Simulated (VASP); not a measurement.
NdZrS2: single point with PBE

The system is NdZrS2.

```xyz
4
Lattice="3.6324 0.0000 0.0000 -1.8162 3.1457 0.0000 0.0000 0.0000 7.2718" Properties=species:S:1:pos:R:3 pbc="T T T"
Nd    1.8162    1.0486    3.6359
Zr    1.8162    1.0486    0.0000
S     0.0000    2.0971    1.6302
S     0.0000    2.0971    5.6417
```

The cell was generated, and may not be a known phase.

| Property | Result |
| --- | --- |
| Program | VASP 6.6.1 |
| Task | single point |
| Functional | PBE |
| Potentials or basis | VASP PAW PBE potentials, release 64 (Nd, Zr_sv, S) |
| Cutoff | 520 eV |
| k mesh | 6 × 6 × 3 |
| Occupations | gaussian, width 0.2 eV |
| Spin | no spin polarisation |

The pressure is -2.5 GPa and the largest force is 0.086 eV/Å. The band gap on the k mesh is zero (bands 19 and 20 overlap by 0.09 eV).

Forces on the atoms (eV/Å):
```
Nd   0.000  0.000  0.000
Zr   0.000  0.000  0.000
S    0.000  0.000  0.086
S    0.000  0.000 -0.086
```

Stress tensor (GPa, compression positive):
```
-2.99  0.00  0.00
 0.00 -2.99  0.00
 0.00  0.00 -1.41
```

Levels at points of the mesh, in eV from the Fermi level:
| k point | band 16 | band 17 | band 18 | band 19 | band 20 | band 21 |
| --- | --- | --- | --- | --- | --- | --- |
| (0.00, 0.00, 0.00) | -2.77 | -1.73 | -0.22 | 0.11 | 0.11 | 0.11 |
| (0.50, 0.00, 0.00) | -3.14 | -1.45 | 0.00 | 0.04 | 0.05 | 0.14 |

Run time: 46 s on 1 thread of Intel(R) Xeon(R) 6975P-C (Granite Rapids), with other jobs on the host, peak memory 0.21 GiB.

Caveat: spin-orbit coupling is left out, which moves the levels of the heavy elements; the run has no spin polarisation, though such a crystal can be magnetic; semilocal functionals describe open f shells poorly, which spoils levels, moments and volumes. With open d or f shells a metallic result of PBE can be an artefact of self-interaction; +U or a hybrid may open a gap.
